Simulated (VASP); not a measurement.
MgO, 2 atoms in the cell. Symmetry: Fm-3m, No. 225, cubic system. The conventional cell has a = 4.211 Å, b = 4.211 Å, c = 4.211 Å, α = 90.00°, β = 90.00°, γ = 90.00°. Within 2.8 Å of Mg (site symmetry m-3m) lie 6 O at 2.11 Å. Within 2.8 Å of O (site symmetry m-3m) lie 6 Mg at 2.11 Å. 

* Program: VASP 6.6.1
* Task: G0W0 quasiparticle levels
* Functional: PBE
* Potentials or basis: VASP PAW PBE potentials, release 64 (Mg_GW, O_GW)
* Cutoff: 500 eV
* k mesh: 3 × 3 × 3
* Occupations: gaussian, width 0.01 eV
* Spin: no spin polarisation
* Dipole correction: no
* GW scheme: G0W0
* GW iterations: 1
* Cutoff of the response function: 160
* Frequency points: 48
* Empty bands: 120
* Further INCAR settings: ALGO = EVGW0; EDIFF = 1e-08; NBANDS = 124

Potentials or basis: VASP PAW PBE potentials, release 64 (Mg_GW, O_GW).

Launch:

```sh
$ cat potpaw_PBE.64/Mg_GW/POTCAR potpaw_PBE.64/O_GW/POTCAR > POTCAR
$ cp INCAR.step1 INCAR
$ mpirun -np 1 vasp_std > vasp.out
$ cp INCAR.step2 INCAR
$ mpirun -np 1 vasp_std > vasp.out
$ cp INCAR.step3 INCAR
$ mpirun -np 1 vasp_std > vasp.out
```

Hardware: 1 thread of Intel(R) Xeon(R) 6975P-C (Granite Rapids), on a shared host.

Q: Estimate the wall time of this run.

A: Wall time 9.5 s on 1 thread of Intel(R) Xeon(R) 6975P-C (Granite Rapids), on a shared host, peak memory 0.16 GiB. Counts: k points 4.
